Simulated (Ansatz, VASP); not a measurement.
KF: VASP beside Ansatz

File INCAR:

```
PREC = Accurate
ENCUT = 520
EDIFF = 1E-7
ISMEAR = -1
SIGMA = 0.02
LREAL = False
LASPH = True
NELM = 80
ALGO = Normal
ISIF = 2
LWAVE = False
LCHARG = False
GGA = PE
NBANDS = 15
```

Contents of KPOINTS:

```
regular mesh
0
Gamma
  8 8 8
```

Contents of POSCAR:

```
KF
1.0
    0.0000000000      2.7956763218      2.7956763218
    2.7956763218      0.0000000000      2.7956763218
    2.7956763218      2.7956763218      0.0000000000
K F
1 1
Direct
    0.0000000000      0.0000000000      0.0000000000
    0.2500000000      0.2500000000      0.2500000000
```

Input for Ansatz:

```yaml
crystal:
  lattice:
    - [0.0, 2.7956763218, 2.7956763218]
    - [2.7956763218, 0.0, 2.7956763218]
    - [2.7956763218, 2.7956763218, 0.0]
  atoms:
    - { symbol: K, position: [0.0, 0.0, 0.0] }
    - { symbol: F, position: [0.25, 0.25, 0.25] }
kpoints:
  mp_grid: { grid: [8, 8, 8] }
  band_path:
    path:
      - [0.0, 0.0, 0.0]
      - [-0.5, -0.5, 0.0]
      - [-0.375, -0.375, 0.25]
      - [-0.375, 0.0, 0.375]
      - [0.0, 0.0, 0.5]
      - [-0.5, -0.25, 0.25]
    npoints: 1
hamiltonian:
  xc: pbe
scf:
  occupations: { method: fermi_dirac, width: 0.02 }
  n_extra_bands: 4
output:
  forces: true
  stress: true
  eigenvalues: true
```

Change from the starting cell: hydrostatic strain -4.8%.

Alike in both runs: task single point; functional PBE; k mesh 8 × 8 × 8; occupations fermi-dirac, width 0.02 eV; no spin polarisation.

|  | VASP | Ansatz |
| --- | --- | --- |
| version | VASP 6.6.1 | Ansatz 0.2.0 |
| potentials or method | VASP PAW PBE potentials, release 64 (K_sv, F) | plane waves, PAW |
| plane-wave cutoff (eV) | 520 | 420 |
| valence electrons in the cell | 16 | 16 |

Ansatz gave:

- gap on the k mesh at the Fermi level (eV): 5.58
- pressure (GPa): 5.9

Task: Which values does VASP return?

Result: gap on the k mesh at the Fermi level (eV): 5.56; pressure (GPa): 6.1.
